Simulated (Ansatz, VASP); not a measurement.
## One calculation of Al, two programs

```xyz
4
Lattice="2.8144 0.0000 0.0000 -1.4072 2.4373 0.0000 0.0000 0.0000 8.9488" Properties=species:S:1:pos:R:3 pbc="T T T"
Al    0.0000    0.0000    0.0000
Al    0.0000    1.6249    2.2372
Al    0.0000    0.0000    4.4744
Al    1.4072    0.8124    6.7116
```

Alike in both runs: task single point; functional PBE; dispersion D3(BJ); k mesh 18 × 18 × 6; occupations gaussian, width 0.15 eV; no spin polarisation.

|  | VASP | Ansatz |
| --- | --- | --- |
| version | VASP 6.6.1 | Ansatz 0.2.0 |
| potentials or method | VASP PAW PBE potentials, release 64 (Al), cutoff 520 eV | scalar-relativistic, plane waves, PAW |
| valence electrons in the cell | 12 | 12 |

```tsv
	VASP	Ansatz	Ansatz less VASP
gap on the k mesh at the Fermi level (eV)	none	none	-
pressure (GPa)	3.0	3.0	+0.03
traceless stress, the component that is largest in VASP (GPa)	2.38	2.38	-0.002
```

A gap of «none» marks a metal or a gap that the smearing closes.
